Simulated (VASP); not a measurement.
Wanted: the native input for a VASP 6.6.1 run.

```yaml
Task: single point
Functional: PBEsol
Potentials_or_basis: VASP PAW PBE potentials, release 64 (Ni, Al)
Cutoff: 520 eV
k_mesh: 8 × 8 × 8
Occupations: fermi-dirac, width 0.05 eV
Spin: collinear spin, ferromagnetic start
Starting_moments: "[1.0, 1.0, 1.0, 0.0] μB"
Dipole_correction: no
Further_INCAR_settings: ALGO = Fast; EDIFF = 1e-06; NBANDS = 28
```

The structure of AlNi3 lies in POSCAR:

```
AlNi3
1.0
    3.5230547267      0.0000000000      0.0000000000
    0.0000000000      3.5230547267      0.0000000000
    0.0000000000      0.0000000000      3.6639769158
Ni Al
3 1
Direct
    0.5000000000      0.5000000000      0.0000000000
    0.5000000000      0.0000000000      0.5000000000
    0.0000000000      0.5000000000      0.5000000000
    0.0000000000      0.0000000000      0.0000000000
```

The input as run:

INCAR

```
PREC = Accurate
ENCUT = 520
EDIFF = 1E-6
ISMEAR = -1
SIGMA = 0.05
LREAL = False
LASPH = True
NELM = 150
ALGO = Fast
ISIF = 2
LWAVE = False
LCHARG = False
ISPIN = 2
MAGMOM = 1 1 1 0
LORBIT = 11
LMAXMIX = 4
GGA = PS
NBANDS = 28
```

KPOINTS

```
regular mesh
0
Gamma
  8 8 8
```

Potentials or basis: VASP PAW PBE potentials, release 64 (Ni, Al).

The run is started by

```sh
$ cat potpaw_PBE.64/Ni/POTCAR potpaw_PBE.64/Al/POTCAR > POTCAR
$ mpirun -np 1 vasp_std > vasp.out
```

Results of the run:

```
Pressure                                              : -7.5 GPa
Net moment                                            : 0.64 μB per cell
Site moments                                          : Ni +0.22, +0.23 (each value once); Al -0.01 μB
Valence electrons inside the program's atomic spheres : Ni 9.39, 9.38 (each value once); Al 0.79
```

Caveat: the cell stands under tension; the PAW data sets were made with another functional, which shifts forces and pressure a little.

It took 2.6 min on 1 thread of Intel(R) Xeon(R) Platinum 8488C (Sapphire Rapids), with other jobs on the host, peak memory 0.26 GiB.
